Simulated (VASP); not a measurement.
# Ge (Cmmm) in VASP: a series of runs

Ge is run at these levels: PBEsol; tasks: single point.

Everything below comes from runs of VASP 6.6.1. Logs are shortened: lines on timing, memory, paths and dates and some standing lists are left out, and cuts for length are marked.

## Step 1: The cell of the first run

It takes space group Cmmm (No. 65, orthorhombic). Conventional cell: a = 2.794 Å, b = 5.201 Å, c = 2.698 Å, α = 90.00°, β = 90.00°, γ = 90.00°. Ge (site symmetry mmm) has 8 Ge at 2.70 to 2.95 Å within 3.6 Å.

## Step 2: Single point, PBEsol

Input file INCAR:

```
SYSTEM = Ge
PREC = Accurate
ENCUT = 520
EDIFF = 1E-7
ISMEAR = -1
SIGMA = 0.1
LREAL = .False.
LASPH = .True.
NELM = 100
ALGO = Normal
ISIF = 2
LWAVE = .False.
LCHARG = .False.
GGA = PS
NBANDS = 13
```

Input file KPOINTS:

```
regular mesh
0
Gamma
  3 3 3
  0 0 0
```

Input file POSCAR:

```
Ge
1.0
    1.3971490000     -2.6005160000      0.0000000000
    1.3971490000      2.6005160000      0.0000000000
    0.0000000000      0.0000000000      2.6982310000
Ge
1
Direct
    0.5000000000      0.5000000000      0.0000000000
```

Potentials or basis: VASP PAW PBE potentials, release 64 (Ge_d).

The run is started by

```
$ cat potpaw_PBE.64/Ge_d/POTCAR > POTCAR
$ mpirun -np 1 vasp_std > vasp.out
```

OUTCAR:

```text
SYSTEM = Ge
   PREC = Accurate
   ENCUT = 520
   EDIFF = 1E-7
   ISMEAR = -1
   LREAL = .False.
   LASPH = .True.
   NELM = 100
   ISIF = 2
   GGA = PS

 ion  position               nearest neighbor table
   1  0.500  0.500  0.000-

  LATTYP: Found a base centered orthorhombic cell.
 ALAT       =     2.7942980000
 B/A-ratio  =     1.8613018368
 C/A-ratio  =     0.9656203454

  Lattice vectors:

 A1 = (   1.3971490000,  -2.6005160000,   0.0000000000)
 A2 = (   1.3971490000,   2.6005160000,   0.0000000000)
 A3 = (   0.0000000000,   0.0000000000,   2.6982310000)

Analysis of symmetry for initial positions (statically):
=====================================================================
 Subroutine PRICEL returns:
 Original cell was already a primitive cell.

 Routine SETGRP: Setting up the symmetry group for a
 base centered orthorhombic supercell.

 Subroutine GETGRP returns: Found  8 space group operations
 (whereof  8 operations were pure point group operations)
 out of a pool of  8 trial point group operations.

The static configuration has the point symmetry D_2h.

Analysis of symmetry for dynamics (positions and initial velocities):
=====================================================================
 Subroutine PRICEL returns:
 Original cell was already a primitive cell.

 Routine SETGRP: Setting up the symmetry group for a
 base centered orthorhombic supercell.

 Subroutine GETGRP returns: Found  8 space group operations
 (whereof  8 operations were pure point group operations)
 out of a pool of  8 trial point group operations.

The dynamic configuration has the point symmetry D_2h.

 Subroutine INISYM returns: Found  8 space group operations
 (whereof  8 operations are pure point group operations),
 and found     1 'primitive' translations

----------------------------------------------------------------------------------------

                                     Primitive cell

  volume of cell :      19.6070

  direct lattice vectors                    reciprocal lattice vectors
     1.397149000 -2.600516000  0.000000000     0.357871637 -0.192269534  0.000000000
     1.397149000  2.600516000  0.000000000     0.357871637  0.192269534  0.000000000
     0.000000000  0.000000000  2.698231000     0.000000000  0.000000000  0.370613191

  length of vectors
     2.952068562  2.952068562  2.698231000     0.406250763  0.406250763  0.370613191

  position of ions in fractional coordinates (direct lattice)
     0.500000000  0.500000000  0.000000000

  ion indices of the primitive-cell ions
   primitive index   ion index
                 1           1

----------------------------------------------------------------------------------------

 KPOINTS: regular mesh

Automatic generation of k-mesh.
 Grid dimensions read from file:
 generate k-points for:    3    3    3

 Generating k-lattice:

  Cartesian coordinates                     Fractional coordinates (reciprocal lattice)
     0.119290546 -0.064089845  0.000000000     0.333333333  0.000000000  0.000000000
     0.119290546  0.064089845  0.000000000     0.000000000  0.333333333  0.000000000
     0.000000000  0.000000000  0.123537730     0.000000000  0.000000000  0.333333333

  Length of vectors
     0.135416921  0.135416921  0.123537730

  Shift w.r.t. Gamma in fractional coordinates (k-lattice)
     0.000000000  0.000000000  0.000000000

 Subroutine IBZKPT returns following result:
 ===========================================

 Found      8 irreducible k-points:

 Following reciprocal coordinates:
            Coordinates               Weight
  0.000000  0.000000  0.000000      1.000000
  0.333333  0.000000  0.000000      4.000000
  0.333333  0.333333  0.000000      2.000000
 -0.333333  0.333333  0.000000      2.000000
  0.000000  0.000000  0.333333      2.000000
  0.333333  0.000000  0.333333      8.000000
  0.333333  0.333333  0.333333      4.000000
 -0.333333  0.333333  0.333333      4.000000
   k-points           NKPTS =      8   k-points in BZ     NKDIM =      8   number of bands    NBANDS=     13
   number of dos      NEDOS =    301   number of ions     NIONS =      1
   total plane-waves  NPLWV =  11520
   dimension x,y,z NGX =    24 NGY =   24 NGZ =   20
   dimension x,y,z NGXF=    48 NGYF=   48 NGZF=   40
   ions per type =               1
   NGX,Y,Z   is equivalent  to a cutoff of  13.52, 13.52, 12.32 a.u.
   NGXF,Y,Z  is equivalent  to a cutoff of  27.03, 27.03, 24.65 a.u.
 SYSTEM =  Ge
   PREC   = accura    normal or accurate (medium, high low for compatibility)
   ISTART =      0    job   : 0-new  1-cont  2-samecut
   ICHARG =      2    charge: 1-file 2-atom 10-const
   ISPIN  =      1    spin polarized calculation?
   LNONCOLLINEAR =      F non collinear calculations
   LSORBIT =      F    spin-orbit coupling
   LASPH  =      T    aspherical Exc in radial PAW
   ENCUT  =  520.0 eV  38.22 Ry    6.18 a.u.   5.49  5.49  5.02*2*pi/ulx,y,z
   NELM   =    100;   NELMIN=  2; NELMDL= -5     # of ELM steps
   EDIFF  = 0.1E-06   stopping-criterion for ELM
   LREAL  =      F    real-space projection
   EDIFFG = 0.1E-05   stopping-criterion for IOM
   NSW    =      0    number of steps for IOM
   IBRION =     -1    ionic relax: 0-MD 1-quasi-New 2-CG
   NFREE  =      0    steps in history (QN), initial steepest desc. (CG)
   ISIF   =      2    stress and relaxation
   ISYM   =      2    0-nonsym 1-usesym 2-fastsym
   POTIM  = 0.5000    time-step for ionic-motion
   TEBEG  =    0.0;   TEEND  =   0.0 temperature during run
   PSTRESS=    0.0 pullay stress
   NELECT =      14.0000    total number of electrons
   NUPDOWN=      -1.0000    fix difference up-down
   EMIN   =  10.00;   EMAX   =-10.00  energy-range for DOS
   EFERMI =   0.00;   METHOD = LEGACY
   ISMEAR =    -1;   SIGMA  =   0.10  broadening in eV -4-tet -1-fermi 0-gaus
   EFERMI_NEDOS =   21; number of points for ismear=-14 and -15
   IALGO  =     38    algorithm
   IMIX   =      4    mixing-type and parameters
     AMIX     =   0.40;   BMIX     =  1.00
     AMIX_MAG =   1.60;   BMIX_MAG =  1.00
  volume/ion in A,a.u.               =      19.61       132.31
  Fermi-wavevector in a.u.,A,eV,Ry     =   1.463234  2.765111 29.130796  2.141053
  Thomas-Fermi vector in A             =   2.579353
   LORBIT       =      0    0 simple, 1 ext, 2 COOP (PROOUT), +10 PAW based schemes
   GGA     = PS    functional components
   LHFCALC =     F    Hartree Fock is set to
   AEXX    =    0.0000 exact exchange contribution
   IVDW    =     0    specifies the selected vdW correction
   LEPSILON=     F    determine dielectric tensor
   LRPA    =     F    only Hartree local field effects (RPA)
 non-spin polarized calculation
  energy-cutoff  :      520.00
  volume of cell :       19.61
 maximum number of plane-waves:       539
 NGX is ok and might be reduce to    24
   NGX = 11   NGY = 11   NGZ = 11

 number of electron      14.0000003 magnetization

 Free energy of the ion-electron system (eV)
  ---------------------------------------------------
  ext. energy  EPLUGINS =         0.00000000
  ---------------------------------------------------
  free energy    TOTEN  =        -4.07581850 eV

  energy without entropy =       -4.02736652  energy(sigma->0) =       -4.05159251

 E-fermi :   5.2637     XC(G=0): -11.2014

 val. band max:        4.9445155898   @ k =  -0.3333   0.3333   0.3333
 cond. band min:       5.3022795986   @ k =   0.3333   0.0000   0.3333
 fundamental gap:      0.3577640088
 Fermi energy:         5.2637463523

 k-point     1 :       0.0000    0.0000    0.0000
  band No.  band energies     occupation
      1     -18.7443      2.00000
      2     -18.6055      2.00000
      3     -18.5550      2.00000
      4     -18.5036      2.00000
      5     -18.5005      2.00000
      6      -6.8168      2.00000
      7      12.6649      0.00000
      8      13.1921      0.00000
      9      14.6600      0.00000
     10      16.2014      0.00000
     11      18.5668      0.00000
     12      20.8594      0.00000
     13      21.1227      0.00000

 k-point     2 :       0.3333    0.0000    0.0000
  band No.  band energies     occupation
      1     -18.7004      2.00000
      2     -18.5851      2.00000
      3     -18.5413      2.00000
      4     -18.5118      2.00000
      5     -18.4953      2.00000
      6      -4.1551      2.00000
      7       4.4492      1.99942
      8      10.1498      0.00000
      9      14.2614      0.00000
     10      15.0487      0.00000
     11      19.4474      0.00000
     12      25.5489      0.00000
     13      25.7743      0.00000

 k-point     3 :       0.3333    0.3333    0.0000
  band No.  band energies     occupation
      1     -18.6762      2.00000
      2     -18.5410      2.00000
      3     -18.5391      2.00000
      4     -18.5298      2.00000
      5     -18.5209      2.00000
      6      -1.1237      2.00000
      7       2.8187      2.00000
      8       2.8901      2.00000
      9      16.9493      0.00000
     10      22.6530      0.00000
     11      23.7529      0.00000
     12      24.5663      0.00000
     13      24.5692      0.00000

 k-point     4 :      -0.3333    0.3333    0.0000
  band No.  band energies     occupation
      1     -18.7241      2.00000
      2     -18.5956      2.00000
      3     -18.5334      2.00000
      4     -18.5063      2.00000
      5     -18.4913      2.00000
      6      -4.4982      2.00000
      7       3.6432      2.00000
      8      11.8565      0.00000
      9      14.6862      0.00000
     10      15.7053      0.00000
     11      19.2937      0.00000
     12      24.8988      0.00000
     13      25.4322      0.00000

 k-point     5 :       0.0000    0.0000    0.3333
  band No.  band energies     occupation
      1     -18.6130      2.00000
      2     -18.5769      2.00000
      3     -18.5549      2.00000
      4     -18.5498      2.00000
      5     -18.5483      2.00000
      6      -4.6736      2.00000
      7       3.1080      2.00000
      8      15.0555      0.00000
      9      16.5248      0.00000
     10      20.1888      0.00000
     11      21.9225      0.00000
     12      23.0668      0.00000
     13      23.5941      0.00000

 k-point     6 :       0.3333    0.0000    0.3333
  band No.  band energies     occupation
      1     -18.6071      2.00000
      2     -18.5969      2.00000
      3     -18.5659      2.00000
      4     -18.5156      2.00000
      5     -18.4902      2.00000
      6      -2.0228      2.00000
      7       5.3023      0.80968
      8       6.8802      0.00000
      9      12.0264      0.00000
     10      14.8214      0.00000
     11      16.5341      0.00000
     12      21.7603      0.00000
     13      23.1836      0.00000

 k-point     7 :       0.3333    0.3333    0.3333
  band No.  band energies     occupation
      1     -18.6055      2.00000
      2     -18.5929      2.00000
      3     -18.5314      2.00000
      4     -18.5141      2.00000
      5     -18.5079      2.00000
      6       1.0526      2.00000
      7       4.7834      1.98373
      8       4.8243      1.97562
      9       8.1563      0.00000
     10      13.6161      0.00000
     11      13.8140      0.00000
     12      26.2947      0.00000
     13      27.7037      0.00000

 k-point     8 :      -0.3333    0.3333    0.3333
  band No.  band energies     occupation
      1     -18.6350      2.00000
      2     -18.5985      2.00000
      3     -18.5577      2.00000
      4     -18.5133      2.00000
      5     -18.4865      2.00000
      6      -2.3622      2.00000
      7       4.9445      1.92109
      8       6.0488      0.00078
      9      13.7366      0.00000
     10      14.1133      0.00000
     11      18.0544      0.00000
     12      23.6236      0.00000
     13      24.4638      0.00000

------------------------ aborting loop because EDIFF is reached ----------------------------------------

  FORCE on cell =-STRESS in cart. coord.  units (eV):
  Direction    XX          YY          ZZ          XY          YZ          ZX
  --------------------------------------------------------------------------------------
  -------------------------------------------------------------------------------------
  Total       -0.0573507     -1.3793062     -0.8297796      0.0000000      0.0000000      0.0000000
  in kB       -4.6863805   -112.7093378    -67.8050381      0.0000000      0.0000000      0.0000000
  external PRESSURE =     -61.7335855 kB  Pullay stress =       0.0000000 kB

 VOLUME and BASIS-vectors are now :
 -----------------------------------------------------------------------------
  energy-cutoff  :      520.00
  volume of cell :       19.61
      direct lattice vectors                 reciprocal lattice vectors
     1.397149000 -2.600516000  0.000000000     0.357871637 -0.192269534  0.000000000
     1.397149000  2.600516000  0.000000000     0.357871637  0.192269534  0.000000000
     0.000000000  0.000000000  2.698231000     0.000000000  0.000000000  0.370613191

 POSITION                                       TOTAL-FORCE (eV/Angst)
 -----------------------------------------------------------------------------------
      1.39715      0.00000      0.00000         0.000000      0.000000      0.000000
 -----------------------------------------------------------------------------------
    total drift:                               -0.000000     -0.000000     -0.000000

  FREE ENERGIE OF THE ION-ELECTRON SYSTEM (eV)
  ---------------------------------------------------
  free  energy   TOTEN  =        -4.0758184971 eV

  energy  without entropy=       -4.0273665218  energy(sigma->0) =       -4.05159251
```

Wall time 2.5 s (1 thread of Intel Xeon 6975P-C, shared host); peak memory 0.13 GiB.

What came out:

```
Free energy            : -4.0758 eV
Pressure               : -6.2 GPa
Band gap on the k mesh : zero (band 7 reaches 12.66 eV, above the bottom of band 8 at 2.89 eV)
```

Levels at points of the mesh, in eV from the Fermi level:
| k point | band 4 | band 5 | band 6 | band 7 | band 8 | band 9 | band 10 | band 11 |
| --- | --- | --- | --- | --- | --- | --- | --- | --- |
| (0.00, 0.00, 0.00) | -23.77 | -23.76 | -12.08 | 7.40 | 7.93 | 9.40 | 10.94 | 13.30 |

Caveat: the k points lie up to 0.85 Å⁻¹ apart; the PAW data sets were made with another functional, which shifts forces and pressure a little.

## Step 3: Single point, PBEsol

Input file INCAR:

```
PREC = Accurate
ENCUT = 520
EDIFF = 1E-7
ISMEAR = -1
SIGMA = 0.1
LREAL = False
LASPH = True
NELM = 80
ALGO = Normal
ISIF = 2
LWAVE = False
LCHARG = True
GGA = PS
LELF = True
LVHAR = True
NBANDS = 13
```

Input file KPOINTS:

```
regular mesh
0
Gamma
  5 5 4
```

POSCAR is that of step 2.

Potentials or basis: VASP PAW PBE potentials, release 64 (Ge_d).

The run is started by

```
$ cat potpaw_PBE.64/Ge_d/POTCAR > POTCAR
$ mpirun -np 1 vasp_std > vasp.out
```

Wall time 4.2 s (1 thread of Intel Xeon 6975P-C, shared host); peak memory 0.13 GiB.

The run converged. Its results:

| Item | Value |
| --- | --- |
| Free energy | -4.6479 eV |
| Pressure | -1.1 GPa |
| Band gap on the k mesh | zero (band 7 reaches 12.74 eV, above the bottom of band 8 at 4.54 eV) |

Stress tensor (GPa, compression positive):
```
 0.98  0.00  0.00
 0.00  4.70  0.00
 0.00  0.00 -8.87
```

Levels at points of the mesh, in eV from the Fermi level:
```csv
k point,band 4,band 5,band 6,band 7,band 8,band 9,band 10,band 11
"(0.00, 0.00, 0.00)",-24.52,-24.50,-12.99,6.52,7.01,8.51,10.05,12.35
"(0.00, 0.00, 0.50)",-24.57,-24.54,-9.20,-5.85,9.86,11.35,15.91,15.94
```

Caveat: the k points lie up to 0.58 Å⁻¹ apart; the PAW data sets were made with another functional, which shifts forces and pressure a little.

## Step 4: Single point, PBEsol

Input file INCAR:

```
SYSTEM = Ge
  PREC = Accurate
  ENCUT = 520
  EDIFF = 1E-6
  ISMEAR = -1
  SIGMA = 0.1
  LREAL = .FALSE.
  LASPH = .TRUE.
  NELM = 60
  ALGO = Normal
  ISIF = 2
  LWAVE = .FALSE.
  LCHARG = .FALSE.
  GGA = PS
  NBANDS = 13
```

Input file KPOINTS:

```
Automatic mesh
0
G
  7 7 6
  0 0 0
```

POSCAR is that of step 3.

The run is started by

```
$ cat potpaw_PBE.64/Ge_d/POTCAR > POTCAR
$ mpirun -np 1 vasp_std > vasp.out
```

It took 6.2 s on 1 thread of Intel Xeon 6975P-C, shared host; peak memory 0.14 GiB.

The run converged. Its results:

* Free energy: -4.7809 eV
* Pressure: -5.3 GPa
* Band gap on the k mesh: zero (band 7 reaches 12.72 eV, above the bottom of band 8 at 4.11 eV)

Stress tensor (GPa, compression positive):
```
-3.02  0.00  0.00
 0.00 -8.84  0.00
 0.00  0.00 -4.01
```

Levels at points of the mesh, in eV from the Fermi level:
```csv
k point,band 5,band 6,band 7,band 8,band 9,band 10
"(0.00, 0.00, 0.00)",-24.57,-13.00,6.52,7.00,8.50,10.04
"(0.00, 0.00, 0.50)",-24.61,-9.22,-5.84,9.83,11.33,15.92
```

Caveat: the k points lie up to 0.39 Å⁻¹ apart; the PAW data sets were made with another functional, which shifts forces and pressure a little.

## Step 5: Single point, PBEsol

Input file INCAR:

```
SYSTEM = Ge
ALGO = Normal
EDIFF = 1E-7
ENCUT = 520
GGA = PS
ISIF = 2
ISMEAR = -1
LASPH = .True.
LCHARG = .False.
LREAL = .False.
LWAVE = .False.
NBANDS = 13
NELM = 60
PREC = Accurate
SIGMA = 0.1
```

Input file KPOINTS:

```
k-points
0
Gamma
  9 9 8
  0 0 0
```

POSCAR is that of step 4.

The run is started by

```
$ cat potpaw_PBE.64/Ge_d/POTCAR > POTCAR
$ mpirun -np 1 vasp_std > vasp.out
```

Wall time 11 s (1 thread of Intel Xeon 6975P-C, shared host); peak memory 0.15 GiB.

The run converged. Its results:

| Property | Result |
| --- | --- |
| Free energy | -4.7114 eV |
| Pressure | -4.1 GPa |
| Band gap on the k mesh | zero (band 7 reaches 12.72 eV, above the bottom of band 8 at 2.88 eV) |

Stress tensor (GPa, compression positive):
```
-4.94  0.00  0.00
 0.00 -3.69  0.00
 0.00  0.00 -3.73
```

Levels at points of the mesh, in eV from the Fermi level:
```tsv
k point	band 5	band 6	band 7	band 8	band 9	band 10
(0.00, 0.00, 0.00)	-24.51	-12.94	6.57	7.06	8.56	10.10
(0.00, 0.00, 0.50)	-24.54	-9.16	-5.78	9.89	11.39	15.97
```

Caveat: the PAW data sets were made with another functional, which shifts forces and pressure a little.

## Step 6: The runs side by side

```csv
k mesh,gap on the mesh (eV),pressure (GPa)
3 × 3 × 3,none,-6.2
5 × 5 × 4,none,-1.1
7 × 7 × 6,none,-5.3
9 × 9 × 8,none,-4.1
```

Alike in all rows: task single point; level PBEsol; potentials or basis VASP PAW PBE potentials, release 64 (Ge_d); no spin polarisation; cell as given; cutoff (eV) 520; smearing fermi-dirac 0.1 eV.

Caveats: some runs use coarse meshes; the PAW data sets were made with another functional, which shifts forces and pressure a little.

Absolute energies hang on the potentials; compare differences alone.
